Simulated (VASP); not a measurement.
# Nb16Cl in VASP: single point with PBE

Aim: the single point of Nb16Cl with PBE.

Program: VASP 6.6.1. These are calculated values, not measurements. Logs are shortened: lines on timing, memory, paths and dates and some standing lists are left out, and cuts for length are marked.

### 1 The cell of the first run

The cell holds a slab with vacuum, 17 atoms: a = 6.600 Å, b = 5.716 Å, c = 19.000 Å, α = 90.00°, β = 90.00°, γ = 54.74°.

### 2 Single point, PBE

File INCAR:

```
ALGO = Normal
EDIFF = 1E-7
ENCUT = 520
GGA = PE
ISIF = 2
ISMEAR = -1
LASPH = T
LCHARG = T
LELF = T
LREAL = Auto
LVHAR = T
LWAVE = F
NBANDS = 122
NELM = 100
PREC = Accurate
SIGMA = 0.15
```

File KPOINTS:

```
k-points
0
Gamma
  3 4 1
```

File POSCAR:

```
Nb16Cl
1.0
    6.6000000000      0.0000000000      0.0000000000
    3.3000000000      4.6669050000      0.0000000000
    0.0000000000      0.0000000000     19.0003570000
Nb Cl
16 1
Direct
   -0.2499999464      0.4999998929      0.0526305900
    0.2500000536      0.4999998929      0.0526305900
   -0.2500000000      1.0000000000      0.0526305900
    0.2500000000      1.0000000000      0.0526305900
   -0.0031372408      0.0012087240      0.1717842459
    0.4974317197      0.0008035304      0.1712884132
   -0.0022040645      0.5008857048      0.1711445211
    0.4963763792      0.5005893628      0.1711001535
   -0.2599533795      0.5021122136      0.2941677359
    0.2398526281      0.5038926226      0.2982807113
   -0.2607716096      1.0034650373      0.2965274284
    0.2404877850      1.0040407936      0.2962512757
   -0.0241530900      0.0230049680      0.4171178468
    0.4836580804     -0.0005828274      0.4119124709
   -0.0256026248      0.5031861587      0.4189109710
    0.4928631233      0.5014573899      0.4193623309
    1.1144569809      0.6703699775      0.5196079737
```

Potentials or basis: VASP PAW PBE potentials, release 64 (Nb_sv, Cl).

On the command line:

```sh
cat potpaw_PBE.64/Nb_sv/POTCAR potpaw_PBE.64/Cl/POTCAR > POTCAR
mpirun -np 1 vasp_std > vasp.out
```

OUTCAR:

```text
EDIFF = 1E-7
   ENCUT = 520
   GGA = PE
   ISIF = 2
   ISMEAR = -1
   LASPH = T
   LREAL = Auto
   NELM = 100
   PREC = Accurate

 ion  position               nearest neighbor table
   1  0.750  0.500  0.053-   7 2.78   8 2.80   4 2.86   3 2.86   3 2.86   4 2.86
   2  0.250  0.500  0.053-   8 2.78   7 2.80   3 2.86   4 2.86   4 2.86   3 2.86
   3  0.750  0.000  0.053-   5 2.79   6 2.80   2 2.86   1 2.86   1 2.86   2 2.86
   4  0.250  0.000  0.053-   6 2.79   5 2.81   1 2.86   2 2.86   2 2.86   1 2.86
   5  0.997  0.001  0.172-   3 2.79   4 2.81   7 2.86   8 2.86   8 2.86   7 2.86  12 2.87  11 2.91

   6  0.497  0.001  0.171-   4 2.79   3 2.80   8 2.85   7 2.86   7 2.86   8 2.86  11 2.87  12 2.91

   7  0.998  0.501  0.171-   1 2.78   2 2.80   5 2.86   6 2.86   6 2.86   5 2.86   9 2.89  10 2.90

   8  0.496  0.501  0.171-   2 2.78   1 2.80   9 2.84   6 2.85   5 2.86   5 2.86   6 2.86  10 2.94

   9  0.740  0.502  0.294-  15 2.83   8 2.84  11 2.85  12 2.86  12 2.86  11 2.86  16 2.89   7 2.89

  10  0.240  0.504  0.298-  16 2.84  12 2.85  11 2.86  11 2.86  12 2.86  15 2.89   7 2.90   8 2.94

  11  0.739  0.003  0.297-  14 2.77  13 2.81   9 2.85  10 2.86  10 2.86   9 2.86   6 2.87   5 2.91

  12  0.240  0.004  0.296-  14 2.71  13 2.85  10 2.85   9 2.86   9 2.86  10 2.86   5 2.87   6 2.91

  13  0.976  0.023  0.417-  17 2.56  15 2.74  16 2.75  11 2.81  12 2.85  16 2.96  15 2.98
  14  0.484  0.999  0.412-  12 2.71  11 2.77  16 2.82  15 2.82  15 2.90  16 2.91
  15  0.974  0.503  0.419-  17 2.54  13 2.74  14 2.82   9 2.83  10 2.89  14 2.90  13 2.98
  16  0.493  0.501  0.419-  13 2.75  14 2.82  17 2.83  10 2.84   9 2.89  14 2.91  13 2.96
  17  0.114  0.670  0.520-  15 2.54  13 2.56  16 2.83

  LATTYP: Found a base centered orthorhombic cell.
 ALAT       =     6.6000000000
 B/A-ratio  =     1.4142136364
 C/A-ratio  =     2.8788419697

  Lattice vectors:

 A1 = (   3.3000000000,  -4.6669050000,   0.0000000000)
 A2 = (   3.3000000000,   4.6669050000,   0.0000000000)
 A3 = (   0.0000000000,   0.0000000000,  19.0003570000)

Analysis of symmetry for initial positions (statically):
=====================================================================
 Subroutine PRICEL returns:
 Original cell was already a primitive cell.

 Routine SETGRP: Setting up the symmetry group for a
 base centered orthorhombic supercell.

 Subroutine GETGRP returns: Found  1 space group operations
 (whereof  1 operations were pure point group operations)
 out of a pool of  8 trial point group operations.

The static configuration has the point symmetry C_1 .

Analysis of symmetry for dynamics (positions and initial velocities):
=====================================================================
 Subroutine PRICEL returns:
 Original cell was already a primitive cell.

 Routine SETGRP: Setting up the symmetry group for a
 base centered orthorhombic supercell.

 Subroutine GETGRP returns: Found  1 space group operations
 (whereof  1 operations were pure point group operations)
 out of a pool of  8 trial point group operations.

The dynamic configuration has the point symmetry C_1 .

 Subroutine INISYM returns: Found  1 space group operations
 (whereof  1 operations are pure point group operations),
 and found     1 'primitive' translations

----------------------------------------------------------------------------------------

                                     Primitive cell

  volume of cell :     585.2409

  direct lattice vectors                    reciprocal lattice vectors
     6.600000000  0.000000000  0.000000000     0.151515152 -0.107137385  0.000000000
     3.300000000  4.666905000  0.000000000     0.000000000  0.214274771  0.000000000
     0.000000000  0.000000000 19.000357000     0.000000000  0.000000000  0.052630590

  length of vectors
     6.600000000  5.715767864 19.000357000     0.185567402  0.214274771  0.052630590

  position of ions in fractional coordinates (direct lattice)
     0.750000054  0.499999893  0.052630590
     0.250000054  0.499999893  0.052630590
     0.750000000  0.000000000  0.052630590
     0.250000000  0.000000000  0.052630590
     0.996862759  0.001208724  0.171784246
     0.497431720  0.000803530  0.171288413
[... 9 lines left out ...]
     0.492863123  0.501457390  0.419362331
     0.114456981  0.670369978  0.519607974

  ion indices of the primitive-cell ions
   primitive index   ion index
                 1           1
                 2           2
                 3           3
                 4           4
                 5           5
                 6           6
[... 9 lines left out ...]
                16          16
                17          17

----------------------------------------------------------------------------------------

 KPOINTS: k-points

Automatic generation of k-mesh.
 Grid dimensions read from file:
 generate k-points for:    3    4    1

 Generating k-lattice:

  Cartesian coordinates                     Fractional coordinates (reciprocal lattice)
     0.050505051 -0.035712462  0.000000000     0.333333333  0.000000000  0.000000000
     0.000000000  0.053568693  0.000000000     0.000000000  0.250000000  0.000000000
     0.000000000  0.000000000  0.052630590     0.000000000  0.000000000  1.000000000

  Length of vectors
     0.061855801  0.053568693  0.052630590

  Shift w.r.t. Gamma in fractional coordinates (k-lattice)
     0.000000000  0.000000000  0.000000000

 WARNING: IBZKPT: internal override: KBLOWUP is changed to .FALSE.
      ... skipping the blow-up phase ...

 Subroutine IBZKPT returns following result:
 ===========================================

 Found      7 irreducible k-points:

 Following reciprocal coordinates:
            Coordinates               Weight
  0.000000  0.000000  0.000000      1.000000
  0.333333 -0.000000  0.000000      2.000000
  0.000000  0.250000  0.000000      2.000000
  0.333333  0.250000  0.000000      2.000000
 -0.333333  0.250000  0.000000      2.000000
  0.000000  0.500000  0.000000      1.000000
  0.333333  0.500000  0.000000      2.000000
   k-points           NKPTS =      7   k-points in BZ     NKDIM =      7   number of bands    NBANDS=    122
   number of dos      NEDOS =    301   number of ions     NIONS =     17
   total plane-waves  NPLWV = 345600
   dimension x,y,z NGX =    50 NGY =   48 NGZ =  144
   dimension x,y,z NGXF=   100 NGYF=   96 NGZF=  288
   ions per type =              16   1
   NGX,Y,Z   is equivalent  to a cutoff of  12.59, 13.96, 12.60 a.u.
   NGXF,Y,Z  is equivalent  to a cutoff of  25.19, 27.92, 25.20 a.u.
 SYSTEM =  unknown system
   PREC   = accura    normal or accurate (medium, high low for compatibility)
   ISTART =      0    job   : 0-new  1-cont  2-samecut
   ICHARG =      2    charge: 1-file 2-atom 10-const
   ISPIN  =      1    spin polarized calculation?
   LNONCOLLINEAR =      F non collinear calculations
   LSORBIT =      F    spin-orbit coupling
   LASPH  =      T    aspherical Exc in radial PAW
   ENCUT  =  520.0 eV  38.22 Ry    6.18 a.u.  12.27 10.63 35.33*2*pi/ulx,y,z
   NELM   =    100;   NELMIN=  2; NELMDL= -5     # of ELM steps
   EDIFF  = 0.1E-06   stopping-criterion for ELM
   LREAL  =      T    real-space projection
   EDIFFG = 0.1E-05   stopping-criterion for IOM
   NSW    =      0    number of steps for IOM
   IBRION =     -1    ionic relax: 0-MD 1-quasi-New 2-CG
   NFREE  =      0    steps in history (QN), initial steepest desc. (CG)
   ISIF   =      2    stress and relaxation
   ISYM   =      2    0-nonsym 1-usesym 2-fastsym
   POTIM  = 0.5000    time-step for ionic-motion
   TEBEG  =    0.0;   TEEND  =   0.0 temperature during run
   PSTRESS=    0.0 pullay stress
   NELECT =     215.0000    total number of electrons
   NUPDOWN=      -1.0000    fix difference up-down
   EMIN   =  10.00;   EMAX   =-10.00  energy-range for DOS
   EFERMI =   0.00;   METHOD = LEGACY
   ISMEAR =    -1;   SIGMA  =   0.15  broadening in eV -4-tet -1-fermi 0-gaus
   EFERMI_NEDOS =   21; number of points for ismear=-14 and -15
   IALGO  =     38    algorithm
   IMIX   =      4    mixing-type and parameters
     AMIX     =   0.40;   BMIX     =  1.00
     AMIX_MAG =   1.60;   BMIX_MAG =  1.00
  volume/ion in A,a.u.               =      34.43       232.32
  Fermi-wavevector in a.u.,A,eV,Ry     =   1.172491  2.215686 18.704400  1.374735
  Thomas-Fermi vector in A             =   2.308919
   LORBIT       =      0    0 simple, 1 ext, 2 COOP (PROOUT), +10 PAW based schemes
   GGA     = PE    functional components
   LHFCALC =     F    Hartree Fock is set to
   AEXX    =    0.0000 exact exchange contribution
   IVDW    =     0    specifies the selected vdW correction
   LEPSILON=     F    determine dielectric tensor
   LRPA    =     F    only Hartree local field effects (RPA)
 non-spin polarized calculation
  energy-cutoff  :      520.00
  volume of cell :      585.24
 maximum number of plane-waves:     15795
 NGX is ok and might be reduce to    50
   NGX = 25   NGY = 21   NGZ = 71

 number of electron     215.0000001 magnetization

 Free energy of the ion-electron system (eV)
  ---------------------------------------------------
  ext. energy  EPLUGINS =         0.00000000
  ---------------------------------------------------
  free energy    TOTEN  =      -161.18465551 eV

  energy without entropy =     -159.71249097  energy(sigma->0) =     -160.44857324

 E-fermi :   3.8149     XC(G=0):  -7.4606

 val. band max:        3.8062768985   @ k =   0.0000   0.2500   0.0000
 cond. band min:       3.8334007618   @ k =   0.3333   0.2500   0.0000
 fundamental gap:      0.0271238633
 Fermi energy:         3.8148620278

 k-point     1 :       0.0000    0.0000    0.0000
  band No.  band energies     occupation
      1     -50.8881      2.00000
      2     -50.8120      2.00000
      3     -50.7827      2.00000
      4     -50.6888      2.00000
      5     -50.6736      2.00000
      6     -50.6598      2.00000
[... 111 lines left out ...]
    118       5.8810      0.00000
    119       5.9738      0.00000

 k-point     2 :       0.3333   -0.0000    0.0000
  band No.  band energies     occupation
      1     -50.8589      2.00000
      2     -50.7968      2.00000
      3     -50.7765      2.00000
      4     -50.7045      2.00000
      5     -50.6923      2.00000
      6     -50.6505      2.00000
[... 111 lines left out ...]
    118       5.2279      0.00016
    119       5.4781      0.00003

 k-point     3 :       0.0000    0.2500    0.0000
  band No.  band energies     occupation
      1     -50.8616      2.00000
      2     -50.7830      2.00000
      3     -50.7803      2.00000
      4     -50.6968      2.00000
      5     -50.6740      2.00000
      6     -50.6603      2.00000
[... 111 lines left out ...]
    118       5.2115      0.00018
    119       5.2357      0.00015

 k-point     4 :       0.3333    0.2500    0.0000
  band No.  band energies     occupation
      1     -50.8667      2.00000
      2     -50.7913      2.00000
      3     -50.7859      2.00000
      4     -50.6956      2.00000
      5     -50.6917      2.00000
      6     -50.6600      2.00000
[... 111 lines left out ...]
    118       5.5600      0.00002
    119       5.7982      0.00000

 k-point     5 :      -0.3333    0.2500    0.0000
  band No.  band energies     occupation
      1     -50.8313      2.00000
      2     -50.8016      2.00000
      3     -50.7303      2.00000
      4     -50.7194      2.00000
      5     -50.7076      2.00000
      6     -50.6682      2.00000
[... 111 lines left out ...]
    118       5.0232      0.00063
    119       5.0513      0.00053

 k-point     6 :       0.0000    0.5000    0.0000
  band No.  band energies     occupation
      1     -50.8233      2.00000
      2     -50.7831      2.00000
      3     -50.7225      2.00000
      4     -50.7091      2.00000
      5     -50.6961      2.00000
      6     -50.6745      2.00000
[... 111 lines left out ...]
    118       4.6225      0.00914
    119       4.6571      0.00726

 k-point     7 :       0.3333    0.5000    0.0000
  band No.  band energies     occupation
      1     -50.8392      2.00000
      2     -50.8013      2.00000
      3     -50.7419      2.00000
      4     -50.7246      2.00000
      5     -50.7002      2.00000
      6     -50.6582      2.00000
[... 111 lines left out ...]
    118       5.0348      0.00059
    119       5.1731      0.00023
 [bands above 119 left out]

------------------------ aborting loop because EDIFF is reached ----------------------------------------

  FORCE on cell =-STRESS in cart. coord.  units (eV):
  Direction    XX          YY          ZZ          XY          YZ          ZX
  --------------------------------------------------------------------------------------
  -------------------------------------------------------------------------------------
  Total       -7.3951570     -9.4275431     -1.2389569      0.8699929     -1.0789613      1.5234965
  in kB      -20.2452583    -25.8091945     -3.3918149      2.3817251     -2.9538048      4.1707811
  external PRESSURE =     -16.4820892 kB  Pullay stress =       0.0000000 kB

 VOLUME and BASIS-vectors are now :
 -----------------------------------------------------------------------------
  energy-cutoff  :      520.00
  volume of cell :      585.24
      direct lattice vectors                 reciprocal lattice vectors
     6.600000000  0.000000000  0.000000000     0.151515152 -0.107137385  0.000000000
     3.300000000  4.666905000  0.000000000     0.000000000  0.214274771  0.000000000
     0.000000000  0.000000000 19.000357000     0.000000000  0.000000000  0.052630590

 POSITION                                       TOTAL-FORCE (eV/Angst)
 -----------------------------------------------------------------------------------
      6.60000      2.33345      1.00000         0.002279      0.000467     -0.015507
      3.30000      2.33345      1.00000        -0.009078      0.018287      0.085981
      4.95000      0.00000      1.00000        -0.011839     -0.001067      0.010050
      1.65000      0.00000      1.00000        -0.024943      0.003800      0.027664
      6.58328      0.00564      3.26396        -0.008415      0.011039      0.005366
      3.28570      0.00375      3.25454        -0.010349      0.004057      0.005632
[... 9 lines left out ...]
      4.90771      2.34025      7.96803        -0.046594      0.047202      0.082037
      2.96764      3.12855      9.87274         0.404042     -0.297920     -0.117779
 -----------------------------------------------------------------------------------
    total drift:                                0.001418     -0.005555     -0.004111

  FREE ENERGIE OF THE ION-ELECTRON SYSTEM (eV)
  ---------------------------------------------------
  free  energy   TOTEN  =      -161.1846555131 eV

  energy  without entropy=     -159.7124909717  energy(sigma->0) =     -160.44857324
```

Run time: 42 min. Hardware: 1 thread of Intel Xeon Platinum 8259CL at 2.50GHz (Skylake/Cascade Lake), shared host; peak memory 0.87 GiB.

Results:

| Quantity | Value |
| --- | --- |
| Free energy | -161.1847 eV |
| Largest force | 0.516 eV/Å |

Forces on the atoms (eV/Å):
```
Nb   0.002  0.000 -0.016
Nb  -0.009  0.018  0.086
Nb  -0.012 -0.001  0.010
Nb  -0.025  0.004  0.028
Nb  -0.008  0.011  0.005
Nb  -0.010  0.004  0.006
Nb  -0.008  0.007 -0.009
Nb  -0.011  0.009 -0.001
Nb  -0.024  0.029 -0.007
Nb  -0.031  0.026  0.021
Nb  -0.030  0.020 -0.013
Nb  -0.032  0.017  0.012
Nb  -0.068  0.057 -0.031
Nb  -0.017 -0.014 -0.038
Nb  -0.075  0.064 -0.018
Nb  -0.047  0.047  0.082
Cl   0.404 -0.298 -0.118
```

Caveat: the k points lie up to 0.39 Å⁻¹ apart; an odd number of electrons without spin polarisation forces a metal; a magnetic or distorted state may lie lower.
